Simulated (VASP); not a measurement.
Write the native input for VASP 6.6.1 that does the following.

| Property | Result |
| --- | --- |
| Task | single point |
| Functional | LDA |
| Potentials or basis | VASP PAW LDA potentials, release 64 (Bi_d) |
| Cutoff | 520 eV |
| k mesh | 10 × 10 × 10 |
| Occupations | gaussian, width 0.05 eV |
| Spin | no spin polarisation |
| Dipole correction | no |
| Further INCAR settings | ALGO = Fast; EDIFF = 1e-06; NBANDS = 14 |

The structure of Bi lies in POSCAR:

```
Bi
1.0
   -4.4703561000      4.4703561000      1.5020922000
    4.4703561000     -4.4703561000      1.5020922000
    4.4703561000      4.4703561000     -1.5020922000
Bi
1
Direct
    0.0000000000      0.0000000000      0.0000000000
```

This cell differs from its parent crystal: strain +0.050 along x and y, +0.050 along z.

One way to write it, as run:

INCAR

```
  ALGO = Fast
  EDIFF = 1E-6
  ENCUT = 520
  ISIF = 2
  ISMEAR = 0
  LASPH = T
  LCHARG = T
  LELF = T
  LREAL = F
  LVHAR = T
  LWAVE = F
  NBANDS = 14
  NELM = 80
  PREC = Accurate
  SIGMA = 0.05
```

KPOINTS

```
k-points
0
Gamma
  10 10 10
```

Potentials or basis: VASP PAW LDA potentials, release 64 (Bi_d).

Launch:

```bash
$ cat potpaw_LDA.64/Bi_d/POTCAR > POTCAR
$ mpirun -np 1 vasp_std > vasp.out
```

Results of the run:

```yaml
Pressure: -0.8 GPa
Band_gap_on_the_k_mesh: zero (an odd number of electrons rules out a gap without spin polarisation)
```

Caveat: the cell differs from its parent crystal (strain +0.050 along x and y, +0.050 along z); spin-orbit coupling is left out, which moves the levels of the heavy elements.

Run time: 6.6 min on 1 thread of Intel Xeon 8259CL (shared host), peak memory 0.35 GiB.
